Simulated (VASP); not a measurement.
# AlN (P1) in VASP: relaxation of cell and atoms with PBE

Aim: the relaxation of cell and atoms of AlN with PBE.

Program: VASP 6.6.1. These are calculated values, not measurements. Logs are shortened: lines on timing, memory, paths and dates and some standing lists are left out, and cuts for length are marked.

**1. The cell of the first run**

The typed cell holds 8 atoms: a = 2.874 Å, b = 5.014 Å, c = 4.999 Å, α = 109.61°, β = 89.70°, γ = 90.77°.

**2. Relaxation of cell and atoms, PBE**

INCAR reads:

```
SYSTEM = AlN
PREC = Accurate ; ENCUT = 600
EDIFF = 1E-6 ; ISMEAR = 0
SIGMA = 0.1 ; LREAL = .False.
LASPH = .True. ; NELM = 60
ALGO = Normal ; ISIF = 3
LWAVE = .False. ; LCHARG = .False.
GGA = PE ; IBRION = 2
NSW = 80 ; EDIFFG = -0.025
```

KPOINTS reads:

```
Automatic mesh
0
Gamma
  4 4 4
  0 0 0
```

POSCAR reads:

```
AlN
1.0
   -0.0164636983      2.0251107995      2.0396358175
    4.0956887760      2.0212449955     -2.0686974101
   -4.0865686226      2.0450522387     -2.0266498601
Al N
4 4
Direct
    0.0528402265     -0.0050629215      0.0026793723
    0.4299392818      0.5133094538      1.0349919747
    0.4894807652     -0.0232664316      0.4474147244
   -0.0675125099      0.4852690770      0.4637419398
   -0.0924524387      0.2313086063      0.7363865214
    0.5359690685      0.7464687459      0.7467279974
    0.6053326541      0.2888901741      0.2493734797
    0.0464029524      0.7630832959      0.3186839902
```

Potentials or basis: VASP PAW PBE potentials, release 64 (Al, N).

Command:

```
$ cat potpaw_PBE.64/Al/POTCAR potpaw_PBE.64/N/POTCAR > POTCAR
$ mpirun -np 1 vasp_std > vasp.out
```

OUTCAR:

```text
SYSTEM = AlN
   PREC = Accurate
   ENCUT = 600
   EDIFF = 1E-6
   ISMEAR = 0
   LREAL = .False.
   LASPH = .True.
   NELM = 60
   ISIF = 3
   GGA = PE
   IBRION = 2
   NSW = 80
   EDIFFG = -0.025

 ion  position               nearest neighbor table
   1  0.053  0.995  0.003-   6 2.02   7 2.04   6 2.07   5 2.10   7 2.23   8 2.25   3 2.59   2 2.71
                             2 2.76   3 2.77   4 2.77   3 3.01   2 3.03   4 3.05   2 3.13   3 3.20
   2  0.430  0.513  0.035-   7 1.87   8 1.90   6 2.16   5 2.17   5 2.24   8 2.34   3 2.54   4 2.61
                             4 2.63   1 2.71   1 2.76   1 3.03   1 3.13   4 3.15   4 3.16   3 3.26
   3  0.489  0.977  0.447-   8 1.64   8 1.92   5 1.97   7 2.14   6 2.18   5 2.30   2 2.54   1 2.59
                             1 2.77   4 2.81   4 2.81   4 2.94   4 3.01   1 3.01   1 3.20   2 3.26
   4  0.932  0.485  0.464-   7 1.51   8 1.80   6 1.95   5 2.16   7 2.28   6 2.33   2 2.61   2 2.63
                             1 2.77   3 2.81   3 2.81   3 2.94   3 3.01   1 3.05   2 3.15   2 3.16
   5  0.908  0.231  0.736-   3 1.97   1 2.10   4 2.16   2 2.17   2 2.24   3 2.30
   6  0.536  0.746  0.747-   4 1.95   1 2.02   1 2.07   2 2.16   3 2.18   4 2.33
   7  0.605  0.289  0.249-   4 1.51   2 1.87   1 2.04   3 2.14   1 2.23   4 2.28
   8  0.046  0.763  0.319-   3 1.64   4 1.80   2 1.90   3 1.92   1 2.25   2 2.34

  LATTYP: Found a triclinic cell.
 ALAT       =     5.0139412498
 B/A-ratio  =     1.6319297860
 C/A-ratio  =     2.3683868959
 COS(alpha) =     0.0003226106
 COS(beta)  =     0.5586662814
 COS(gamma) =     0.8177931868

  Lattice vectors:

 A1 = (  -4.0956887760,  -2.0212449955,   2.0686974101)
 A2 = (  -8.1822573986,   0.0238072432,   0.0420475500)
 A3 = (  -0.0017766085, -10.1577052679,   6.1510587229)

Analysis of symmetry for initial positions (statically):
=====================================================================
 Subroutine PRICEL returns:
 Original cell was already a primitive cell.

 Routine SETGRP: Setting up the symmetry group for a
 triclinic supercell.

 Subroutine GETGRP returns: Found  1 space group operations
 (whereof  1 operations were pure point group operations)
 out of a pool of  2 trial point group operations.

The static configuration has the point symmetry C_1 .

Analysis of symmetry for dynamics (positions and initial velocities):
=====================================================================
 Subroutine PRICEL returns:
 Original cell was already a primitive cell.

 Routine SETGRP: Setting up the symmetry group for a
 triclinic supercell.

 Subroutine GETGRP returns: Found  1 space group operations
 (whereof  1 operations were pure point group operations)
 out of a pool of  2 trial point group operations.

The dynamic configuration has the point symmetry C_1 .

 Subroutine INISYM returns: Found  1 space group operations
 (whereof  1 operations are pure point group operations),
 and found     1 'primitive' translations
[... 130 lines left out ...]
  Thomas-Fermi vector in A             =   2.407035
   LORBIT       =      0    0 simple, 1 ext, 2 COOP (PROOUT), +10 PAW based schemes
   GGA     = PE    functional components
   LHFCALC =     F    Hartree Fock is set to
   AEXX    =    0.0000 exact exchange contribution
   IVDW    =     0    specifies the selected vdW correction
   LEPSILON=     F    determine dielectric tensor
   LRPA    =     F    only Hartree local field effects (RPA)
 conjugate gradient relaxation of ions
 non-spin polarized calculation
 Gauss-broadening in eV      SIGMA  =   0.10
  energy-cutoff  :      600.00
  volume of cell :       67.86
 maximum number of plane-waves:      2298
 NGX is ok and might be reduce to    24
   NGX = 11   NGY = 21   NGZ = 19

--------------------------------------- Ionic step        1  -------------------------------------------

 number of electron      32.0000000 magnetization

 Free energy of the ion-electron system (eV)
  ---------------------------------------------------
  ext. energy  EPLUGINS =         0.00000000
  ---------------------------------------------------
  free energy    TOTEN  =       -51.33794547 eV

  energy without entropy =      -51.33794547  energy(sigma->0) =      -51.33794547

------------------------ aborting loop because EDIFF is reached ----------------------------------------

  FORCE on cell =-STRESS in cart. coord.  units (eV):
  Direction    XX          YY          ZZ          XY          YZ          ZX
  --------------------------------------------------------------------------------------
  -------------------------------------------------------------------------------------
  Total        6.2057667     29.2148902      3.9806008      2.5450370     -0.3000217     -0.5611115
  in kB      146.5218749    689.7810806     93.9843735     60.0898496     -7.0836919    -13.2481797
  external PRESSURE =     310.0957763 kB  Pullay stress =       0.0000000 kB
[... 107 lines left out ...]
  FREE ENERGIE OF THE ION-ELECTRON SYSTEM (eV)
  ---------------------------------------------------
  free  energy   TOTEN  =       -56.6640512671 eV

  energy  without entropy=      -56.6640512671  energy(sigma->0) =      -56.66405127

 E-fermi :   9.5827     XC(G=0): -11.8160

 val. band max:        9.1024189177   @ k =   0.0000   0.0000   0.0000
 cond. band min:      12.3828673333   @ k =   0.5000   0.5000   0.5000
 fundamental gap:      3.2804484156
 Fermi energy:         9.5827106531

 k-point     1 :       0.0000    0.0000    0.0000
  band No.  band energies     occupation
      1      -8.0346      2.00000
      2      -5.1792      2.00000
      3      -5.1420      2.00000
      4      -4.1245      2.00000
      5       0.9309      2.00000
      6       1.1583      2.00000
[... 565 lines left out ...]
     20      14.8609      0.00000
     21      16.7313      0.00000

 [... further k-points ...]

[... ionic steps 4 to 15 ...]

--------------------------------------- Ionic step       16  -------------------------------------------

 number of electron      31.9999999 magnetization

------------------------ aborting loop because EDIFF is reached ----------------------------------------
[... 79 lines left out ...]
--------------------------------------- Ionic step       18  -------------------------------------------

 number of electron      31.9999999 magnetization

 Free energy of the ion-electron system (eV)
  ---------------------------------------------------
  ext. energy  EPLUGINS =         0.00000000
  ---------------------------------------------------
  free energy    TOTEN  =       -58.13556763 eV

  energy without entropy =      -58.13556763  energy(sigma->0) =      -58.13556763

 E-fermi :  10.1735     XC(G=0): -12.1993

 val. band max:        9.7528459034   @ k =   0.0000   0.0000   0.0000
 cond. band min:      14.1489894673   @ k =   0.0000   0.0000   0.0000
 fundamental gap:      4.3961435639
 Fermi energy:        10.1734956076

 k-point     1 :       0.0000    0.0000    0.0000
  band No.  band energies     occupation
      1      -7.6544      2.00000
      2      -4.4612      2.00000
      3      -4.4604      2.00000
      4      -3.4948      2.00000
      5       1.5482      2.00000
      6       1.5494      2.00000
[... 602 lines left out ...]
  FREE ENERGIE OF THE ION-ELECTRON SYSTEM (eV)
  ---------------------------------------------------
  free  energy   TOTEN  =       -58.1355676333 eV

  energy  without entropy=      -58.1355676332  energy(sigma->0) =      -58.13556763

 reached required accuracy - stopping structural energy minimisation
```

OSZICAR:

```text
N       E                     dE             d eps       ncg     rms          rms(c)
DAV:   1     0.152786105881E+03    0.15279E+03   -0.16714E+04  1512   0.155E+03
DAV:   2    -0.496890321651E+02   -0.20248E+03   -0.19307E+03  2135   0.309E+02
DAV:   3    -0.602590793124E+02   -0.10570E+02   -0.10490E+02  1880   0.797E+01
DAV:   4    -0.603827656826E+02   -0.12369E+00   -0.12341E+00  1822   0.948E+00
[... 162 lines left out ...]
DAV:   1    -0.581355960903E+02   -0.39333E-03   -0.43217E-02  1512   0.157E+00    0.597E-02
DAV:   2    -0.581355895169E+02    0.65734E-05   -0.99538E-04  1865   0.224E-01    0.322E-02
DAV:   3    -0.581355696388E+02    0.19878E-04   -0.53777E-05  1802   0.617E-02    0.127E-02
DAV:   4    -0.581355677443E+02    0.18945E-05   -0.12655E-05  1857   0.257E-02    0.473E-03
DAV:   5    -0.581355676333E+02    0.11105E-06   -0.11996E-06  1206   0.115E-02
  18 F= -.58135568E+02 E0= -.58135568E+02  d E =-.364562E-03
```

It took 7 min on 1 thread of Intel Xeon Platinum 8488C (Sapphire Rapids), shared host; peak memory 0.21 GiB.

Results:

```yaml
Free_energy: -58.1356 eV
Relaxed_volume: 8.41 Å³/atom
Relaxed_cell: a = 2.880 Å, b = 4.978 Å, c = 4.977 Å, α = 109.39°, β = 89.99°, γ = 89.99°
Space_group_after_relaxing_to_0.05_Å: Fm-3m (No. 225)
Energy_gained_by_relaxing: 849.7 meV/atom
Ionic_steps: 18
Pressure_after_relaxing: 0.1 GPa
Largest_force_after_relaxing: 0.023 eV/Å
Band_gap_on_the_k_mesh: 4.40 eV, direct
```

Forces on the atoms (eV/Å):
```
Al   0.010  0.000  0.017
Al   0.004 -0.013 -0.003
Al   0.001 -0.009 -0.007
Al  -0.005 -0.004  0.002
N   -0.009  0.002 -0.001
N   -0.001  0.016 -0.016
N    0.003 -0.005  0.006
N   -0.003  0.014  0.002
```

Step by step:
| step | energy change (eV) | largest force (eV/Å) | pressure (GPa) | volume (Å³) |
| --- | --- | --- | --- | --- |
| 1 | 0.0000 | 16.2144 | 31.01 | 67.86 |
| 2 | 0.3248 | 7.6777 | -12.83 | 84.77 |
| 3 | -5.3261 | 2.4176 | -12.68 | 74.22 |
| 4 | -5.3730 | 2.4301 | -11.95 | 73.85 |
| 5 | -5.4179 | 2.4690 | -9.80 | 72.94 |
| 6 | -6.2316 | 1.4688 | 0.18 | 68.52 |
| 7 | -6.2329 | 1.5482 | 0.75 | 68.35 |
| 8 | -6.5789 | 1.0371 | 2.47 | 67.22 |
| 9 | -6.5871 | 1.2364 | 3.05 | 67.02 |
| 10 | -6.7572 | 0.4319 | -1.80 | 67.91 |
| 11 | -6.7614 | 0.3881 | -2.49 | 68.08 |
| 12 | -6.7890 | 0.2748 | 1.27 | 67.01 |
| 13 | -6.7895 | 0.2706 | 0.83 | 67.12 |
| 14 | -6.7958 | 0.1328 | 0.01 | 67.33 |
| 15 | -6.7958 | 0.1384 | -0.06 | 67.35 |
| 16 | -6.7973 | 0.0673 | -0.15 | 67.37 |
| 17 | -6.7973 | 0.0644 | -0.15 | 67.37 |
| 18 | -6.7976 | 0.0227 | 0.09 | 67.31 |

Final structure:
```
CELL_PARAMETERS angstrom
-0.00009 2.03679 2.03647
4.06201 2.03460 -2.03394
-4.06160 2.03430 -2.03373
ATOMIC_POSITIONS crystal
Al 0.99954 0.00005 0.00023
Al 0.50034 0.50001 0.00004
Al 0.50034 0.00006 0.50012
Al 0.00013 0.50013 0.50004
N 0.00010 0.24997 0.74995
N 0.49992 0.74981 0.74973
N 0.49992 0.25002 0.25008
N 0.99971 0.74994 0.24980
```

Caveat: the k points lie up to 0.55 Å⁻¹ apart in the final cell.
